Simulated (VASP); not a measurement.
# Mg5O (P-62m) in VASP: notebook, part 3 of 3

VASP 6.6.1. Earlier steps stand in the parts before.

### Step 6. Relaxation of cell and atoms, PBE

This run uses another cell than the first one, of 14.82 Å³/atom.

Contents of INCAR:

```
SYSTEM = Mg5O
PREC = Accurate
ENCUT = 600
EDIFF = 1E-7
ISMEAR = 0
SIGMA = 0.1
LREAL = .False.
LASPH = .True.
NELM = 60
ALGO = Normal
ISIF = 3
LWAVE = .False.
LCHARG = .False.
GGA = PE
IBRION = 2
NSW = 90
EDIFFG = -0.04
```

Contents of KPOINTS:

```
Automatic mesh
0
Gamma
  6 6 4
  0 0 0
```

Contents of POSCAR:

```
Mg5O
1.0
    4.5727278000      0.0000000000      0.0000000000
   -2.2863639000      3.9600984400      0.0000000000
    0.0000000000      0.0000000000      4.9087831600
Mg O
5 1
Direct
    0.0000000000      0.3317663100      0.0000000000
    0.6682336900      0.6682336900      0.0000000000
    0.3317663100      0.0000000000      0.0000000000
    0.6666666700      0.3333333300      0.5000000000
    0.3333333300      0.6666666700      0.5000000000
    0.0000000000      0.0000000000      0.5000000000
```

Potentials or basis: VASP PAW PBE potentials, release 64 (Mg, O).

Launch:

```bash
$ cat potpaw_PBE.64/Mg/POTCAR potpaw_PBE.64/O/POTCAR > POTCAR
$ mpirun -np 1 vasp_std > vasp.out
```

OUTCAR:

```text
SYSTEM = Mg5O
   PREC = Accurate
   ENCUT = 600
   EDIFF = 1E-7
   ISMEAR = 0
   LREAL = .False.
   LASPH = .True.
   NELM = 60
   ISIF = 3
   GGA = PE
   IBRION = 2
   NSW = 90
   EDIFFG = -0.04

 ion  position               nearest neighbor table
   1  0.000  0.332  0.000-   3 2.63   2 2.63   3 2.65   2 2.65   2 2.65   3 2.65   4 2.89   4 2.89
                             5 2.89   5 2.89
   2  0.668  0.668  0.000-   3 2.63   1 2.63   3 2.65   1 2.65   1 2.65   3 2.65   5 2.89   5 2.89
                             4 2.89   4 2.89
   3  0.332  0.000  0.000-   1 2.63   2 2.63   2 2.65   1 2.65   1 2.65   2 2.65   5 2.89   5 2.89
                             4 2.89   4 2.89
   4  0.667  0.333  0.500-   6 2.64   5 2.64   5 2.64   6 2.64   6 2.64   5 2.64   1 2.89   1 2.89
                             3 2.89   3 2.89   2 2.89   2 2.89
   5  0.333  0.667  0.500-   6 2.64   4 2.64   4 2.64   6 2.64   6 2.64   4 2.64   3 2.89   3 2.89
                             1 2.89   1 2.89   2 2.89   2 2.89
   6  0.000  0.000  0.500-   4 2.64   5 2.64   4 2.64   5 2.64   4 2.64   5 2.64

  LATTYP: Found a hexagonal cell.
[... 946 lines left out ...]
      9       4.5043      2.00000
     10       5.3842      0.00000
     11       7.8093      0.00000
     12       7.8093      0.00000

[... ionic steps 4 to 25 ...]

--------------------------------------- Ionic step       26  -------------------------------------------

 number of electron      15.9999999 magnetization

------------------------ aborting loop because EDIFF is reached ----------------------------------------
[... 75 lines left out ...]
--------------------------------------- Ionic step       28  -------------------------------------------

 number of electron      16.0000000 magnetization

 Free energy of the ion-electron system (eV)
  ---------------------------------------------------
  ext. energy  EPLUGINS =         0.00000000
  ---------------------------------------------------
  free energy    TOTEN  =       -14.81192706 eV

  energy without entropy =      -14.79580614  energy(sigma->0) =      -14.80386660

 E-fermi :   3.0471     XC(G=0):  -8.7660

 val. band max:        3.0397461299   @ k =   0.3333   0.0000   0.5000
 cond. band min:       3.0920433928   @ k =   0.3333   0.0000   0.0000
 fundamental gap:      0.0522972629
 Fermi energy:         3.0470805348
[... 346 lines left out ...]
  FREE ENERGIE OF THE ION-ELECTRON SYSTEM (eV)
  ---------------------------------------------------
  free  energy   TOTEN  =       -14.8119270607 eV

  energy  without entropy=      -14.7958061421  energy(sigma->0) =      -14.80386660

 reached required accuracy - stopping structural energy minimisation
```

OSZICAR:

```text
N       E                     dE             d eps       ncg     rms          rms(c)
DAV:   1     0.570698842632E+02    0.57070E+02   -0.66401E+03   504   0.120E+03
DAV:   2    -0.394531120511E+01   -0.61015E+02   -0.53167E+02   604   0.173E+02
DAV:   3    -0.124676787544E+02   -0.85224E+01   -0.82675E+01   628   0.648E+01
[... 364 lines left out ...]
DAV:   3    -0.148119306581E+02    0.21395E-04   -0.31809E-05   564   0.464E-02    0.112E-02
DAV:   4    -0.148119269458E+02    0.37123E-05   -0.64329E-06   640   0.210E-02    0.256E-03
DAV:   5    -0.148119272835E+02   -0.33764E-06   -0.45467E-06   584   0.151E-02    0.337E-03
DAV:   6    -0.148119270473E+02    0.23619E-06   -0.17737E-06   596   0.105E-02    0.704E-04
DAV:   7    -0.148119270607E+02   -0.13455E-07   -0.11033E-07   276   0.295E-03
  28 F= -.14811927E+02 E0= -.14803867E+02  d E =-.175414E-02
```

CONTCAR:

```text
Mg5O
   1.00000000000000
     6.6622506068061984    0.0000000000000000    0.0000000000000000
    -3.3311253034030992    5.7696782735607881   -0.0000000000000000
    -0.0000000000000000    0.0000000000000000    2.9921552522217505
  Mg              O
     5     1
Direct
     0.9999999999998361    0.2445604523170419    0.0000000000000000
     0.7554395476827944    0.7554395476829582    1.0000000000000000
     0.2445604523173693    0.0000000000000000    0.0000000000000000
     0.6666666699999979    0.3333333300000021    0.5000000000000000
     0.3333333300000021    0.6666666699999979    0.5000000000000000
     0.0000000000000000    0.0000000000000000    0.5000000000000000

  0.00000000E+00  0.00000000E+00  0.00000000E+00
  0.00000000E+00  0.00000000E+00  0.00000000E+00
  0.00000000E+00  0.00000000E+00  0.00000000E+00
  0.00000000E+00  0.00000000E+00  0.00000000E+00
  0.00000000E+00  0.00000000E+00  0.00000000E+00
  0.00000000E+00  0.00000000E+00  0.00000000E+00
```

It took 22 min on 1 thread of Intel Xeon 8259CL, shared host; peak memory 0.27 GiB.

Results:

```yaml
Free_energy: -14.8119 eV
Relaxed_volume: 19.17 Å³/atom
Relaxed_cell: a = 6.662 Å, b = 6.662 Å, c = 2.992 Å, α = 90.00°, β = 90.00°, γ = 120.00°
Space_group_after_relaxing_to_0.1_Å: P-62m (No. 189)
Pressure_after_relaxing: 0.1 GPa
Band_gap_on_the_k_mesh: zero (bands 8 and 9 overlap by 2.00 eV)
```

Final structure:
```yaml
crystal:
  lattice:
    - [6.66225, 0.00000, 0.00000]
    - [-3.33113, 5.76968, 0.00000]
    - [0.00000, 0.00000, 2.99216]
  atoms:
    - { symbol: Mg, position: [0.00000, 0.24456, 0.00000] }
    - { symbol: Mg, position: [0.75544, 0.75544, 0.00000] }
    - { symbol: Mg, position: [0.24456, 0.00000, 0.00000] }
    - { symbol: Mg, position: [0.66667, 0.33333, 0.50000] }
    - { symbol: Mg, position: [0.33333, 0.66667, 0.50000] }
    - { symbol: O, position: [0.00000, 0.00000, 0.50000] }
```

Caveat: the volume moved by over 15 % at a fixed basis, so the end points are rough.

### Step 7. Summary

| task | cell | k mesh | cutoff (eV) | gap on the mesh (eV) | pressure (GPa) | relaxed volume (Å³/atom) | largest force (eV/Å) |
| --- | --- | --- | --- | --- | --- | --- | --- |
| single point | a = 7.055, b = 7.055, c = 2.943 Å, angles 90.0, 90.0, 120.0°, 6 atoms, atomic positions A | 3 × 3 × 6 | 520 | none | -0.2 | - | 0.01 |
| single point | a = 4.573, b = 4.573, c = 4.909 Å, angles 90.0, 90.0, 120.0°, 6 atoms, atomic positions B | 6 × 6 × 4 | 520 | none | 21.5 | - | 0.47 |
| single point | a = 7.031, b = 7.031, c = 2.958 Å, angles 90.0, 90.0, 120.0°, 6 atoms, atomic positions C | 6 × 6 × 4 | 520 | none | -0.2 | - | 0.01 |
| relaxation of cell and atoms | relaxed from a = 7.031, b = 7.031, c = 2.958 Å, angles 90.0, 90.0, 120.0°, 6 atoms, atomic positions C | 3 × 3 × 6 | 600 | none | 0.1 | 21.00 | 0.03 |
| relaxation of cell and atoms | relaxed from a = 4.573, b = 4.573, c = 4.909 Å, angles 90.0, 90.0, 120.0°, 6 atoms, atomic positions B | 6 × 6 × 4 | 600 | none | 0.1 | 19.17 | - |

Alike in all rows: level PBE; potentials or basis VASP PAW PBE potentials, release 64 (Mg, O); no spin polarisation; smearing gaussian 0.1 eV.

Caveats: some runs use coarse meshes; the stress differs along the axes, from 15 to 25 GPa (at least some runs); the volume moved by over 15 % at a fixed basis, so the end points are rough (at least some runs).

Total energies depend on the potentials used, so only differences within one code and one set of settings carry meaning.

The gap in the log of VASP goes by the Fermi energy; the results here count the filled bands.